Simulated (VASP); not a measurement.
# TaSb (rocksalt type) (Fm-3m) in VASP: relaxation of cell and atoms with LDA

Aim: the relaxation of cell and atoms of TaSb (rocksalt type) with LDA.

Everything below comes from runs of VASP 6.6.1. Logs are shortened: lines on timing, memory, paths and dates and some standing lists are left out, and cuts for length are marked.

**1. The cell of the first run**

Symmetry: Fm-3m, No. 225, cubic system. Conventional cell: a = 5.656 Å, b = 5.656 Å, c = 5.656 Å, α = 90.00°, β = 90.00°, γ = 90.00°. Within 3.7 Å of Ta (site symmetry m-3m) lie 6 Sb at 2.83 Å. Sb (site symmetry m-3m) has 6 Ta at 2.83 Å within 3.7 Å.

**2. Relaxation of cell and atoms, LDA**

INCAR

```
SYSTEM = TaSb
PREC = Accurate
ENCUT = 500
EDIFF = 1E-7
ISMEAR = -1
SIGMA = 0.05
LREAL = .FALSE.
LASPH = .TRUE.
NELM = 120
ALGO = Normal
ISIF = 3
LWAVE = .FALSE.
LCHARG = .FALSE.
GGA = CA
IBRION = 2
NSW = 60
EDIFFG = -0.005
GGA_COMPAT = .FALSE.
NELMIN = 4
```

KPOINTS

```
regular mesh
0
G
  13 13 13
  0 0 0
```

POSCAR

```
TaSb
1.0
    0.0000000000      2.8280429418      2.8280429418
    2.8280429418      0.0000000000      2.8280429418
    2.8280429418      2.8280429418      0.0000000000
Ta Sb
1 1
Direct
    0.0000000000      0.0000000000      0.0000000000
    0.5000000000      0.5000000000      0.5000000000
```

Potentials or basis: VASP PAW LDA potentials, release 64 (Ta_sv_GW, Sb_d_GW).

Launch:

```bash
> cat potpaw_LDA.64/Ta_sv_GW/POTCAR potpaw_LDA.64/Sb_d_GW/POTCAR > POTCAR
> mpirun -np 1 vasp_std > vasp.out
```

OUTCAR:

```text
SYSTEM = TaSb
   PREC = Accurate
   ENCUT = 500
   EDIFF = 1E-7
   ISMEAR = -1
   LREAL = .FALSE.
   LASPH = .TRUE.
   NELM = 120
   ISIF = 3
   GGA = CA
   IBRION = 2
   NSW = 60
   EDIFFG = -0.005
   NELMIN = 4

 ion  position               nearest neighbor table
   1  0.000  0.000  0.000-   2 2.83   2 2.83   2 2.83   2 2.83   2 2.83   2 2.83
   2  0.500  0.500  0.500-   1 2.83   1 2.83   1 2.83   1 2.83   1 2.83   1 2.83

  LATTYP: Found a face centered cubic cell.
 ALAT       =     5.6560858836

  Lattice vectors:

 A1 = (   0.0000000000,   2.8280429418,   2.8280429418)
 A2 = (   2.8280429418,   0.0000000000,   2.8280429418)
 A3 = (   2.8280429418,   2.8280429418,   0.0000000000)

Analysis of symmetry for initial positions (statically):
=====================================================================
 Subroutine PRICEL returns:
 Original cell was already a primitive cell.

 Routine SETGRP: Setting up the symmetry group for a
 face centered cubic supercell.

 Subroutine GETGRP returns: Found 48 space group operations
 (whereof 48 operations were pure point group operations)
 out of a pool of 48 trial point group operations.

The static configuration has the point symmetry O_h .

Analysis of symmetry for dynamics (positions and initial velocities):
=====================================================================
 Subroutine PRICEL returns:
 Original cell was already a primitive cell.

 Routine SETGRP: Setting up the symmetry group for a
 face centered cubic supercell.

 Subroutine GETGRP returns: Found 48 space group operations
 (whereof 48 operations were pure point group operations)
 out of a pool of 48 trial point group operations.

The dynamic configuration has the point symmetry O_h .

 Subroutine INISYM returns: Found 48 space group operations
 (whereof 48 operations are pure point group operations),
 and found     1 'primitive' translations

----------------------------------------------------------------------------------------

                                     Primitive cell

  volume of cell :      45.2364

  direct lattice vectors                    reciprocal lattice vectors
     0.000000000  2.828042942  2.828042942    -0.176800710  0.176800710  0.176800710
     2.828042942  0.000000000  2.828042942     0.176800710 -0.176800710  0.176800710
     2.828042942  2.828042942  0.000000000     0.176800710  0.176800710 -0.176800710

  length of vectors
     3.999456683  3.999456683  3.999456683     0.306227813  0.306227813  0.306227813

  position of ions in fractional coordinates (direct lattice)
     0.000000000  0.000000000  0.000000000
     0.500000000  0.500000000  0.500000000

  ion indices of the primitive-cell ions
   primitive index   ion index
                 1           1
                 2           2

----------------------------------------------------------------------------------------

 KPOINTS: regular mesh

Automatic generation of k-mesh.
 Grid dimensions read from file:
 generate k-points for:   13   13   13

 Generating k-lattice:

  Cartesian coordinates                     Fractional coordinates (reciprocal lattice)
    -0.013600055  0.013600055  0.013600055     0.076923077  0.000000000  0.000000000
     0.013600055 -0.013600055  0.013600055     0.000000000  0.076923077  0.000000000
     0.013600055  0.013600055 -0.013600055     0.000000000  0.000000000  0.076923077

  Length of vectors
     0.023555986  0.023555986  0.023555986

  Shift w.r.t. Gamma in fractional coordinates (k-lattice)
     0.000000000  0.000000000  0.000000000

 Subroutine IBZKPT returns following result:
 ===========================================

 Found     84 irreducible k-points:

 Following reciprocal coordinates:
            Coordinates               Weight
  0.000000  0.000000  0.000000      1.000000
  0.076923  0.000000  0.000000      8.000000
  0.153846  0.000000  0.000000      8.000000
  0.230769  0.000000  0.000000      8.000000
  0.307692  0.000000  0.000000      8.000000
  0.384615  0.000000  0.000000      8.000000
[... 16 lines left out ...]
  0.384615  0.153846  0.000000     24.000000
  0.461538  0.153846  0.000000     24.000000
 [... further k-points ...]
   k-points           NKPTS =     84   k-points in BZ     NKDIM =     84   number of bands    NBANDS=     18
   number of dos      NEDOS =    301   number of ions     NIONS =      2
   total plane-waves  NPLWV =  27000
   dimension x,y,z NGX =    30 NGY =   30 NGZ =   30
   dimension x,y,z NGXF=    60 NGYF=   60 NGZF=   60
   ions per type =               1   1
   NGX,Y,Z   is equivalent  to a cutoff of  12.47, 12.47, 12.47 a.u.
   NGXF,Y,Z  is equivalent  to a cutoff of  24.94, 24.94, 24.94 a.u.
 SYSTEM =  TaSb
   PREC   = accura    normal or accurate (medium, high low for compatibility)
   ISTART =      0    job   : 0-new  1-cont  2-samecut
   ICHARG =      2    charge: 1-file 2-atom 10-const
   ISPIN  =      1    spin polarized calculation?
   LNONCOLLINEAR =      F non collinear calculations
   LSORBIT =      F    spin-orbit coupling
   LASPH  =      T    aspherical Exc in radial PAW
   ENCUT  =  500.0 eV  36.75 Ry    6.06 a.u.   7.29  7.29  7.29*2*pi/ulx,y,z
   NELM   =    120;   NELMIN=  4; NELMDL= -5     # of ELM steps
   EDIFF  = 0.1E-06   stopping-criterion for ELM
   LREAL  =      F    real-space projection
   EDIFFG = -.5E-02   stopping-criterion for IOM
   NSW    =     60    number of steps for IOM
   IBRION =      2    ionic relax: 0-MD 1-quasi-New 2-CG
   NFREE  =      1    steps in history (QN), initial steepest desc. (CG)
   ISIF   =      3    stress and relaxation
   ISYM   =      2    0-nonsym 1-usesym 2-fastsym
   POTIM  = 0.5000    time-step for ionic-motion
   TEBEG  =    0.0;   TEEND  =   0.0 temperature during run
   PSTRESS=    0.0 pullay stress
   NELECT =      28.0000    total number of electrons
   NUPDOWN=      -1.0000    fix difference up-down
   EMIN   =  10.00;   EMAX   =-10.00  energy-range for DOS
   EFERMI =   0.00;   METHOD = LEGACY
   ISMEAR =    -1;   SIGMA  =   0.05  broadening in eV -4-tet -1-fermi 0-gaus
   EFERMI_NEDOS =   21; number of points for ismear=-14 and -15
   IALGO  =     38    algorithm
   IMIX   =      4    mixing-type and parameters
     AMIX     =   0.40;   BMIX     =  1.00
     AMIX_MAG =   1.60;   BMIX_MAG =  1.00
  volume/ion in A,a.u.               =      22.62       152.64
  Fermi-wavevector in a.u.,A,eV,Ry     =   1.395184  2.636516 26.484265  1.946539
  Thomas-Fermi vector in A             =   2.518661
   LORBIT       =      0    0 simple, 1 ext, 2 COOP (PROOUT), +10 PAW based schemes
   GGA     = CA    functional components
   LHFCALC =     F    Hartree Fock is set to
   AEXX    =    0.0000 exact exchange contribution
   IVDW    =     0    specifies the selected vdW correction
   LEPSILON=     F    determine dielectric tensor
   LRPA    =     F    only Hartree local field effects (RPA)
 conjugate gradient relaxation of ions
 non-spin polarized calculation
  energy-cutoff  :      500.00
  volume of cell :       45.24
 maximum number of plane-waves:      1167
 NGX is ok and might be reduce to    30
   NGX = 15   NGY = 15   NGZ = 15

--------------------------------------- Ionic step        1  -------------------------------------------

 number of electron      27.9999992 magnetization

 Free energy of the ion-electron system (eV)
  ---------------------------------------------------
  ext. energy  EPLUGINS =         0.00000000
  ---------------------------------------------------
  free energy    TOTEN  =       -18.96152859 eV

  energy without entropy =      -18.94647413  energy(sigma->0) =      -18.95400136

------------------------ aborting loop because EDIFF is reached ----------------------------------------

  FORCE on cell =-STRESS in cart. coord.  units (eV):
  Direction    XX          YY          ZZ          XY          YZ          ZX
  --------------------------------------------------------------------------------------
  -------------------------------------------------------------------------------------
  Total       -2.1043136     -2.1043136     -2.1043136     -0.0000000      0.0000000      0.0000000
  in kB      -74.5303316    -74.5303316    -74.5303316     -0.0000000      0.0000000      0.0000000
  external PRESSURE =     -74.5303316 kB  Pullay stress =       0.0000000 kB
[... 21 lines left out ...]
  energy  without entropy=      -18.9464741311  energy(sigma->0) =      -18.95400136

--------------------------------------- Ionic step        2  -------------------------------------------

 number of electron      27.9999998 magnetization

 E-fermi :  10.3789     XC(G=0): -12.5898

 val. band max:       10.3768987888   @ k =   0.3077   0.3077   0.0000
 cond. band min:      10.3832447370   @ k =  -0.3077   0.2308   0.0000
 fundamental gap:      0.0063459482
 Fermi energy:        10.3788678778

 k-point     1 :       0.0000    0.0000    0.0000
  band No.  band energies     occupation
      1     -57.8775      2.00000
      2     -24.6336      2.00000
      3     -24.6336      2.00000
      4     -24.6336      2.00000
      5     -19.0557      2.00000
      6     -19.0557      2.00000
[... 10 lines left out ...]
     17      11.1708      0.00000
     18      11.1708      0.00000
[... 548 lines left out ...]
  FREE ENERGIE OF THE ION-ELECTRON SYSTEM (eV)
  ---------------------------------------------------
  free  energy   TOTEN  =       -19.0278128074 eV

  energy  without entropy=      -19.0142483110  energy(sigma->0) =      -19.02103056

[... ionic steps 4 to 10 ...]

--------------------------------------- Ionic step       11  -------------------------------------------

 number of electron      28.0000009 magnetization

------------------------ aborting loop because EDIFF is reached ----------------------------------------

  FORCE on cell =-STRESS in cart. coord.  units (eV):
  Direction    XX          YY          ZZ          XY          YZ          ZX
  --------------------------------------------------------------------------------------
  -------------------------------------------------------------------------------------
  Total       -0.0234532     -0.0234532     -0.0234532      0.0000000     -0.0000000      0.0000000
  in kB       -0.8827646     -0.8827646     -0.8827646      0.0000000     -0.0000000      0.0000000
  external PRESSURE =      -0.8827646 kB  Pullay stress =       0.0000000 kB
[... 57 lines left out ...]
  energy  without entropy=      -19.0143365207  energy(sigma->0) =      -19.02109606

--------------------------------------- Ionic step       13  -------------------------------------------

 number of electron      28.0000009 magnetization

 Free energy of the ion-electron system (eV)
  ---------------------------------------------------
  ext. energy  EPLUGINS =         0.00000000
  ---------------------------------------------------
  free energy    TOTEN  =       -19.02786279 eV

  energy without entropy =      -19.01432726  energy(sigma->0) =      -19.02109502

 E-fermi :   9.1512     XC(G=0): -12.0845

 val. band max:        9.1439793336   @ k =  -0.3077   0.2308   0.0769
 cond. band min:       9.1733965792   @ k =   0.3077   0.1538   0.0000
 fundamental gap:      0.0294172456
 Fermi energy:         9.1511639443

 k-point     1 :       0.0000    0.0000    0.0000
  band No.  band energies     occupation
      1     -59.2919      2.00000
      2     -25.9922      2.00000
      3     -25.9922      2.00000
      4     -25.9922      2.00000
      5     -20.1275      2.00000
      6     -20.1275      2.00000
[... 10 lines left out ...]
     17       9.7027      0.00003
     18       9.7027      0.00003
[... 512 lines left out ...]
  FREE ENERGIE OF THE ION-ELECTRON SYSTEM (eV)
  ---------------------------------------------------
  free  energy   TOTEN  =       -19.0278627859 eV

  energy  without entropy=      -19.0143272553  energy(sigma->0) =      -19.02109502

 reached required accuracy - stopping structural energy minimisation
```

It took 5.9 min on 1 thread of Intel Xeon Platinum 8559C (Emerald Rapids), shared host; peak memory 0.25 GiB.

Results:

```yaml
Free_energy: -19.0279 eV
Relaxed_volume: 21.28 Å³/atom
Relaxed_cell: a = 3.919 Å, b = 3.919 Å, c = 3.919 Å, α = 60.00°, β = 60.00°, γ = 60.00°
Space_group_after_relaxing_to_0.1_Å: Fm-3m (No. 225)
Energy_gained_by_relaxing: 33.2 meV/atom
Ionic_steps: 13
Pressure_after_relaxing: 0.0 GPa
Band_gap_on_the_k_mesh: zero (bands 14 and 15 overlap by 1.49 eV)
```

The path:
| step | energy change (eV) | largest force (eV/Å) | pressure (GPa) | volume (Å³) |
| --- | --- | --- | --- | --- |
| 1 | 0.0000 | 0.0000 | -7.45 | 45.24 |
| 2 | 0.1132 | 0.0000 | 16.27 | 38.69 |
| 3 | -0.0663 | 0.0000 | -0.22 | 42.61 |
| 4 | -0.0663 | 0.0000 | 0.11 | 42.55 |
| 5 | -0.0663 | 0.0000 | -0.41 | 42.63 |
| 6 | -0.0663 | 0.0000 | 0.08 | 42.57 |
| 7 | -0.0663 | 0.0000 | -0.16 | 42.58 |
| 8 | -0.0663 | 0.0000 | -0.08 | 42.57 |
| 9 | -0.0663 | 0.0000 | -0.09 | 42.57 |
| 10 | -0.0663 | 0.0000 | -0.08 | 42.57 |
| 11 | -0.0663 | 0.0000 | -0.09 | 42.57 |
| 12 | -0.0663 | 0.0000 | 0.22 | 42.51 |
| 13 | -0.0663 | 0.0000 | 0.00 | 42.55 |

Final structure:
```
CELL_PARAMETERS angstrom
0.00000 2.77094 2.77094
2.77094 0.00000 2.77094
2.77094 2.77094 0.00000
ATOMIC_POSITIONS crystal
Ta 0.00000 0.00000 0.00000
Sb 0.50000 0.50000 0.50000
```

Levels at points of the mesh, in eV from the Fermi level:
```
           k point  band 10  band 11  band 12  band 13  band 14  band 15  band 16  band 17  band 18
(0.00, 0.00, 0.00)   -12.81    -1.30    -1.30    -1.30    -0.62    -0.62     0.55     0.55     0.55
```

Caveat: spin-orbit coupling is left out, which moves the levels of the heavy elements.

The gap in the log of VASP goes by the Fermi energy; the results here count the filled bands.